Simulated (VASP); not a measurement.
# CdS (P1) in VASP: single point with PBE+D3(BJ)

Aim: the single point of CdS with PBE+D3(BJ).

Everything below comes from runs of VASP 6.6.1. Logs are shortened: lines on timing, memory, paths and dates and some standing lists are left out, and cuts for length are marked.

## (1) The cell of the first run

The typed cell holds 2 atoms: a = 4.099 Å, b = 4.035 Å, c = 3.877 Å, α = 91.41°, β = 88.84°, γ = 119.48°.

## (2) Single point, PBE+D3(BJ) (atoms moved at random and the cell strained at random)

INCAR reads:

```
PREC = Accurate
ENCUT = 520
EDIFF = 1E-6
ISMEAR = 0
SIGMA = 0.05
LREAL = F
LASPH = T
NELM = 80
ALGO = Normal
ISIF = 2
LWAVE = F
LCHARG = F
GGA = PE
IVDW = 12
NBANDS = 16
```

KPOINTS reads:

```
regular mesh
0
Gamma
  6 6 8
```

POSCAR reads:

```
CdS
1.0
    4.0988808610      0.0371890004      0.0419662656
   -2.0172338114      3.4943273840     -0.0501872463
    0.0392076696     -0.0315053349      3.8771102187
Cd S
1 1
Direct
    0.0827930279      0.0474222361      0.6262116308
    0.5838736388      0.2859110973      0.2507883692
```

Potentials or basis: VASP PAW PBE potentials, release 64 (Cd, S).

On the command line:

```
cat potpaw_PBE.64/Cd/POTCAR potpaw_PBE.64/S/POTCAR > POTCAR
mpirun -np 1 vasp_std > vasp.out
```

OUTCAR:

```text
PREC = Accurate
   ENCUT = 520
   EDIFF = 1E-6
   ISMEAR = 0
   LREAL = F
   LASPH = T
   NELM = 80
   ISIF = 2
   GGA = PE
   IVDW = 12
 IVDW          = 12

 ion  position               nearest neighbor table
   1  0.083  0.047  0.626-   2 2.29   2 3.03   2 3.06   2 3.08
   2  0.584  0.286  0.251-   1 2.29   1 3.03   1 3.06   1 3.08

  LATTYP: Found a triclinic cell.
 ALAT       =     4.0351053117
 B/A-ratio  =     1.0159292865
 C/A-ratio  =     0.9609257150
 COS(alpha) =     0.0038702969
 COS(beta)  =     0.0245280456
 COS(gamma) =     0.4921893018

  Lattice vectors:

 A1 = (  -2.0172338114,   3.4943273840,  -0.0501872463)
 A2 = (   2.0816470496,   3.5315163844,  -0.0082209807)
 A3 = (  -0.0392076696,   0.0315053349,  -3.8771102187)

Analysis of symmetry for initial positions (statically):
=====================================================================
 Subroutine PRICEL returns:
 Original cell was already a primitive cell.

 Routine SETGRP: Setting up the symmetry group for a
 triclinic supercell.

 Subroutine GETGRP returns: Found  1 space group operations
 (whereof  1 operations were pure point group operations)
 out of a pool of  2 trial point group operations.

The static configuration has the point symmetry C_1 .

Analysis of symmetry for dynamics (positions and initial velocities):
=====================================================================
 Subroutine PRICEL returns:
 Original cell was already a primitive cell.

 Routine SETGRP: Setting up the symmetry group for a
 triclinic supercell.

 Subroutine GETGRP returns: Found  1 space group operations
 (whereof  1 operations were pure point group operations)
 out of a pool of  2 trial point group operations.

The dynamic configuration has the point symmetry C_1 .

 Subroutine INISYM returns: Found  1 space group operations
 (whereof  1 operations are pure point group operations),
 and found     1 'primitive' translations

----------------------------------------------------------------------------------------

                                     Primitive cell

  volume of cell :      55.8124

  direct lattice vectors                    reciprocal lattice vectors
     4.098880861  0.037189000  0.041966266     0.242711425  0.140095530 -0.001316030
    -2.017233811  3.494327384 -0.050187246    -0.002607090  0.284706672  0.002339886
     0.039207670 -0.031505335  3.877110219    -0.002660883  0.002168976  0.257968591

  length of vectors
     4.099264385  4.035105312  3.877436457     0.280245117  0.284728224  0.257991432

  position of ions in fractional coordinates (direct lattice)
     0.082793028  0.047422236  0.626211631
     0.583873639  0.285911097  0.250788369

  ion indices of the primitive-cell ions
   primitive index   ion index
                 1           1
                 2           2

----------------------------------------------------------------------------------------

 KPOINTS: regular mesh

Automatic generation of k-mesh.
 Grid dimensions read from file:
 generate k-points for:    6    6    8

 Generating k-lattice:

  Cartesian coordinates                     Fractional coordinates (reciprocal lattice)
     0.040451904  0.023349255 -0.000219338     0.166666667 -0.000000000  0.000000000
    -0.000434515  0.047451112  0.000389981     0.000000000  0.166666667 -0.000000000
    -0.000332610  0.000271122  0.032246074     0.000000000 -0.000000000  0.125000000

  Length of vectors
     0.046707519  0.047454704  0.032248929

  Shift w.r.t. Gamma in fractional coordinates (k-lattice)
     0.000000000  0.000000000  0.000000000

 Subroutine IBZKPT returns following result:
 ===========================================

 Found    148 irreducible k-points:

 Following reciprocal coordinates:
            Coordinates               Weight
  0.000000  0.000000  0.000000      1.000000
  0.166667  0.000000  0.000000      2.000000
  0.333333  0.000000  0.000000      2.000000
  0.500000  0.000000  0.000000      1.000000
 -0.000000  0.166667  0.000000      2.000000
  0.166667  0.166667  0.000000      2.000000
[... 16 lines left out ...]
  0.333333  0.000000  0.125000      2.000000
  0.500000  0.000000  0.125000      2.000000
 [... further k-points ...]
   k-points           NKPTS =    148   k-points in BZ     NKDIM =    148   number of bands    NBANDS=     16
   number of dos      NEDOS =    301   number of ions     NIONS =      2
   total plane-waves  NPLWV =  27000
   dimension x,y,z NGX =    30 NGY =   30 NGZ =   30
   dimension x,y,z NGXF=    60 NGYF=   60 NGZF=   60
   ions per type =               1   1
   NGX,Y,Z   is equivalent  to a cutoff of  12.17, 12.36, 12.86 a.u.
   NGXF,Y,Z  is equivalent  to a cutoff of  24.33, 24.72, 25.73 a.u.
 SYSTEM =  unknown system
   PREC   = accura    normal or accurate (medium, high low for compatibility)
   ISTART =      0    job   : 0-new  1-cont  2-samecut
   ICHARG =      2    charge: 1-file 2-atom 10-const
   ISPIN  =      1    spin polarized calculation?
   LNONCOLLINEAR =      F non collinear calculations
   LSORBIT =      F    spin-orbit coupling
   LASPH  =      T    aspherical Exc in radial PAW
   ENCUT  =  520.0 eV  38.22 Ry    6.18 a.u.   7.62  7.50  7.21*2*pi/ulx,y,z
   NELM   =     80;   NELMIN=  2; NELMDL= -5     # of ELM steps
   EDIFF  = 0.1E-05   stopping-criterion for ELM
   LREAL  =      F    real-space projection
   EDIFFG = 0.1E-04   stopping-criterion for IOM
   NSW    =      0    number of steps for IOM
   IBRION =     -1    ionic relax: 0-MD 1-quasi-New 2-CG
   NFREE  =      0    steps in history (QN), initial steepest desc. (CG)
   ISIF   =      2    stress and relaxation
   ISYM   =      2    0-nonsym 1-usesym 2-fastsym
   POTIM  = 0.5000    time-step for ionic-motion
   TEBEG  =    0.0;   TEEND  =   0.0 temperature during run
   PSTRESS=    0.0 pullay stress
   NELECT =      18.0000    total number of electrons
   NUPDOWN=      -1.0000    fix difference up-down
   EMIN   =  10.00;   EMAX   =-10.00  energy-range for DOS
   EFERMI =   0.00;   METHOD = LEGACY
   ISMEAR =     0;   SIGMA  =   0.05  broadening in eV -4-tet -1-fermi 0-gaus
   EFERMI_NEDOS =   21; number of points for ismear=-14 and -15
   IALGO  =     38    algorithm
   IMIX   =      4    mixing-type and parameters
     AMIX     =   0.40;   BMIX     =  1.00
     AMIX_MAG =   1.60;   BMIX_MAG =  1.00
  volume/ion in A,a.u.               =      27.91       188.32
  Fermi-wavevector in a.u.,A,eV,Ry     =   1.122678  2.121555 17.148877  1.260407
  Thomas-Fermi vector in A             =   2.259340
   LORBIT       =      0    0 simple, 1 ext, 2 COOP (PROOUT), +10 PAW based schemes
   GGA     = PE    functional components
   LHFCALC =     F    Hartree Fock is set to
   AEXX    =    0.0000 exact exchange contribution
   IVDW    =    12    specifies the selected vdW correction
   LEPSILON=     F    determine dielectric tensor
   LRPA    =     F    only Hartree local field effects (RPA)
 non-spin polarized calculation
 Gauss-broadening in eV      SIGMA  =   0.05
  energy-cutoff  :      520.00
  volume of cell :       55.81
 maximum number of plane-waves:      1517
   NGX = 15   NGY = 15   NGZ = 15

 number of electron      18.0000004 magnetization

 Free energy of the ion-electron system (eV)
  ---------------------------------------------------
  ext. energy  EPLUGINS =         0.00000000
  ---------------------------------------------------
  free energy    TOTEN  =        -4.83568070 eV

  energy without entropy =       -4.83515868  energy(sigma->0) =       -4.83541969

 E-fermi :   0.8846     XC(G=0):  -8.8151

 val. band max:        0.8789355644   @ k =   0.0000  -0.0000   0.5000
 cond. band min:       0.8912430411   @ k =   0.5000   0.0000   0.5000
 fundamental gap:      0.0123074766
 Fermi energy:         0.8846176083

 k-point     1 :       0.0000    0.0000    0.0000
  band No.  band energies     occupation
      1     -11.1763      2.00000
      2      -7.2583      2.00000
      3      -7.2410      2.00000
      4      -7.1642      2.00000
      5      -6.9949      2.00000
      6      -6.9525      2.00000
[... 8 lines left out ...]
     15      11.9653      0.00000
     16      13.5056      0.00000

 k-point     2 :       0.1667    0.0000    0.0000
  band No.  band energies     occupation
      1     -11.0833      2.00000
      2      -7.2598      2.00000
      3      -7.1905      2.00000
      4      -7.1275      2.00000
      5      -7.0104      2.00000
      6      -6.9531      2.00000
[... 8 lines left out ...]
     15      11.9978      0.00000
     16      13.2843      0.00000

 k-point     3 :       0.3333    0.0000    0.0000
  band No.  band energies     occupation
      1     -10.8887      2.00000
      2      -7.2091      2.00000
      3      -7.1100      2.00000
      4      -7.0630      2.00000
      5      -7.0347      2.00000
      6      -6.9421      2.00000
[... 8 lines left out ...]
     15      11.7965      0.00000
     16      13.1894      0.00000

 k-point     4 :       0.5000    0.0000    0.0000
  band No.  band energies     occupation
      1     -10.7869      2.00000
      2      -7.1662      2.00000
      3      -7.0832      2.00000
      4      -7.0422      2.00000
      5      -7.0200      2.00000
      6      -6.9242      2.00000
[... 8 lines left out ...]
     15      13.0757      0.00000
     16      13.2461      0.00000
[... 324 lines left out ...]
 k-point    22 :       0.1667   -0.0000    0.1250
  band No.  band energies     occupation
      1     -11.0541      2.00000
      2      -7.2181      2.00000
      3      -7.1715      2.00000
      4      -7.1294      2.00000
      5      -7.0015      2.00000
      6      -6.9591      2.00000
[... 8 lines left out ...]
     15      12.5196      0.00000
     16      12.6818      0.00000

 k-point    23 :       0.3333    0.0000    0.1250
  band No.  band energies     occupation
      1     -10.8803      2.00000
      2      -7.1636      2.00000
      3      -7.1185      2.00000
      4      -7.0730      2.00000
      5      -6.9641      2.00000
      6      -6.9442      2.00000
[... 8 lines left out ...]
     15      12.2805      0.00000
     16      12.6689      0.00000

 k-point    24 :       0.5000    0.0000    0.1250
  band No.  band energies     occupation
      1     -10.7773      2.00000
      2      -7.1366      2.00000
      3      -7.1164      2.00000
      4      -7.0518      2.00000
      5      -6.9306      2.00000
      6      -6.9235      2.00000
[... 8 lines left out ...]
     15      13.0868      0.00000
     16      13.6607      0.00000

 [... further k-points ...]

------------------------ aborting loop because EDIFF is reached ----------------------------------------

 Edisp (eV)   -0.54744

 E8    (eV) :    -0.2243

  FORCE on cell =-STRESS in cart. coord.  units (eV):
  Direction    XX          YY          ZZ          XY          YZ          ZX
  --------------------------------------------------------------------------------------
  -------------------------------------------------------------------------------------
  Total      -0.59376    -1.23048    -1.39983     0.63964    -1.66675    -2.73613
  in kB     -17.04474   -35.32285   -40.18417    18.36180   -47.84638   -78.54452
  external pressure =      -30.85 kB  Pullay stress =        0.00 kB

 VOLUME and BASIS-vectors are now :
 -----------------------------------------------------------------------------
  energy-cutoff  :      520.00
  volume of cell :       55.81
      direct lattice vectors                 reciprocal lattice vectors
     4.098880861  0.037189000  0.041966266     0.242711425  0.140095530 -0.001316030
    -2.017233811  3.494327384 -0.050187246    -0.002607090  0.284706672  0.002339886
     0.039207670 -0.031505335  3.877110219    -0.002660883  0.002168976  0.257968591

 POSITION                                       TOTAL-FORCE (eV/Angst)
 -----------------------------------------------------------------------------------
      0.26825      0.14906      2.42899        -1.446934     -0.825754      0.825091
      1.82631      1.01288      0.98249         1.446934      0.825754     -0.825091
 -----------------------------------------------------------------------------------
    total drift:                               -0.000081      0.000289     -0.000216

  FREE ENERGIE OF THE ION-ELECTRON SYSTEM (eV)
  ---------------------------------------------------
  free  energy   TOTEN  =        -5.3831237703 eV

  energy  without entropy=       -5.3826017503  energy(sigma->0) =       -5.38286276
```

Wall time 1.9 min (1 thread of Intel Xeon 6975P-C, shared host); peak memory 0.27 GiB.

What came out:

```
Free energy                : -5.3831 eV
Pressure                   : -3.1 GPa
Largest force              : 1.859 eV/Å
Band gap on the k mesh     : zero (band 9 reaches 0.88 eV, above the bottom of band 10 at 0.81 eV)
Dispersion energy per atom : -0.274 eV
```

Forces in eV/Å, atoms in the order of the input:
```
Cd  -1.447 -0.826  0.825
S    1.447  0.826 -0.825
```

Stress tensor (GPa, compression positive):
```
-1.70  1.84 -7.85
 1.84 -3.53 -4.78
-7.85 -4.78 -4.02
```

Caveat: the cell differs from its parent crystal (atoms moved at random and the cell strained at random); pairwise dispersion overbinds metals, which lowers pressure and volume; forces of over 1 eV/Å act on the atoms, so gaps and moduli don't describe the material at rest.
